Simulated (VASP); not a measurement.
Set up this calculation in VASP 6.6.1, as the native input.

* Task: single point
* Functional: PBE
* Potentials or basis: VASP PAW PBE potentials, release 64 (Ta_pv, Br)
* Cutoff: 520 eV
* k mesh: 16 × 16 × 16
* Occupations: gaussian, width 0.1 eV
* Spin: no spin polarisation
* Dipole correction: no
* Further INCAR settings: ALGO = Normal; EDIFF = 1e-06; NBANDS = 16

The structure of TaBr lies in POSCAR:

```
TaBr
1.0
    3.2936350967      0.0000000000      0.0000000000
    0.0000000000      3.2936350967      0.0000000000
    0.0000000000      0.0000000000      3.2936350967
Ta Br
1 1
Direct
    0.5000000000      0.5000000000      0.5000000000
    0.0000000000      0.0000000000      0.0000000000
```

The cell was generated, and may not be a known phase.

These files were run (other wordings do the same):

INCAR

```
SYSTEM = TaBr
ALGO = Normal
EDIFF = 1E-6
ENCUT = 520
GGA = PE
ISIF = 2
ISMEAR = 0
LASPH = .True.
LCHARG = .False.
LREAL = .False.
LWAVE = .False.
NBANDS = 16
NELM = 80
PREC = Accurate
SIGMA = 0.1
```

KPOINTS

```
k-points
0
Gamma
  16 16 16
  0 0 0
```

Potentials or basis: VASP PAW PBE potentials, release 64 (Ta_pv, Br).

Run with:

```sh
$ cat potpaw_PBE.64/Ta_pv/POTCAR potpaw_PBE.64/Br/POTCAR > POTCAR
$ mpirun -np 1 vasp_std > vasp.out
```

Results of the run:

```json
{"Pressure": "0.1 GPa", "Band gap on the k mesh": "zero (bands 9 and 10 overlap by 3.55 eV)"}
```

Caveat: spin-orbit coupling is left out, which moves the levels of the heavy elements.

Run time: 16 s on 1 thread of Intel(R) Xeon(R) 6975P-C (Granite Rapids), on a shared host, peak memory 0.21 GiB.
